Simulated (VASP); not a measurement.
**Cr: single point with r2SCAN**

Cr:

```
Cr
1.0
    -1.41496    1.41496    1.41496
     1.41496   -1.41496    1.41496
     1.41496    1.41496   -1.41496
Cr
1
Direct
  0.00000 0.00000 0.00000
```

- Program: VASP 6.6.1
- Task: single point
- Functional: r2SCAN
- Potentials or basis: VASP PAW PBE potentials, release 64 (Cr_pv)
- Cutoff: 550 eV
- k mesh: 15 × 15 × 15
- Occupations: methfessel-paxton, width 0.6 eV
- Spin: no spin polarisation
- Dipole correction: no
- Further INCAR settings: ALGO = Normal; EDIFF = 1e-06; NBANDS = 12

| Property | Result |
| --- | --- |
| Pressure | 0.2 GPa |
| Band gap on the k mesh | zero (band 6 reaches 13.61 eV, above the bottom of band 7 at 10.20 eV) |

Levels at points of the mesh, in eV from the Fermi level:
```csv
k point,band 3,band 4,band 5,band 6,band 7,band 8,band 9,band 10
"(0.00, 0.00, 0.00)",-44.31,-8.49,-0.99,-0.99,-0.99,1.44,1.44,3.21
```

Wall time 29 s on 1 thread of Intel(R) Xeon(R) 6975P-C (Granite Rapids), with other jobs on the host, peak memory 0.13 GiB.

Caveat: the PAW data sets were made with another functional, which shifts forces and pressure a little; the run has no spin polarisation, though such a crystal can be magnetic. Spin polarisation is off, so any magnetic state and its effect on volume and gap are missing.
